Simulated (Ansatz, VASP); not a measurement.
# GaN in VASP and in Ansatz

POSCAR

```
GaN
1.0
    3.1800000000      0.0000000000      0.0000000000
   -1.5900000000      2.7539607840      0.0000000000
    0.0000000000      0.0000000000      5.1660000000
Ga N
2 2
Direct
    0.3333333333      0.6666666667      0.0000000000
    0.6666666667      0.3333333333      0.5000000000
    0.3333333333      0.6666666667      0.3750000000
    0.6666666667      0.3333333333      0.8750000000
```

Contents of INCAR.step1:

```
SYSTEM = GaN
PREC = Accurate
ENCUT = 600
ISMEAR = -1
SIGMA = 0.08
LREAL = .FALSE.
LASPH = .TRUE.
NELM = 100
GGA = PE
ALGO = Normal
EDIFF = 1E-4
LWAVE = .TRUE.
LCHARG = .FALSE.
```

The input INCAR.step2:

```
SYSTEM = GaN
PREC = Accurate
ENCUT = 600
EDIFF = 1E-6
ISMEAR = -1
SIGMA = 0.08
LREAL = .FALSE.
LASPH = .TRUE.
NELM = 100
ALGO = Normal
ISIF = 3
LWAVE = .FALSE.
LCHARG = .FALSE.
METAGGA = R2SCAN
LMIXTAU = .TRUE.
IBRION = 2
NSW = 100
EDIFFG = -0.002
ISTART = 1
```

Contents of KPOINTS:

```
regular mesh
0
G
  10 10 6
  0 0 0
```

Input for Ansatz:

```yaml
crystal:
  lattice:
    - [3.17999999999, 0.0, 0.0]
    - [-1.58999999999, 2.75396078402, 0.0]
    - [0.0, 0.0, 5.166]
  atoms:
    - { symbol: Ga, position: [0.333333333333, 0.666666666667, 0.0] }
    - { symbol: Ga, position: [0.666666666667, 0.333333333333, 0.5] }
    - { symbol: "N", position: [0.333333333333, 0.666666666667, 0.375] }
    - { symbol: "N", position: [0.666666666667, 0.333333333333, 0.875] }
kpoints:
  mp_grid: { grid: [10, 10, 6] }
scf:
  occupations: { method: fermi_dirac, width: 0.08 }
hamiltonian:
  xc: r2scan
  pseudopotentials: { kind: paw }
relax:
  f_tol: 0.002
  max_steps: 80
  cell: {}
output:
  forces: true
  stress: true
```

Alike in both runs: task relaxation of cell and atoms; functional r2SCAN; k mesh 10 × 10 × 6; occupations fermi-dirac, width 0.08 eV; no spin polarisation.

```csv
,VASP,Ansatz
version,VASP 6.6.1,Ansatz 0.2.0
potentials or method,"VASP PAW PBE potentials, release 64 (Ga_d, N)","PAW with Ansatz's default frozen-core files, scalar-relativistic"
plane-wave cutoff (eV),600,500
valence electrons in the cell,36,36
```

```csv
,VASP,Ansatz,Ansatz less VASP
relaxed volume (Å³/atom),11.44,11.37,-0.066
relaxed cell length with the largest relative difference (Å),5.195,5.184,-0.0111
```

VASP's potentials were made for PBE, not for r2SCAN.
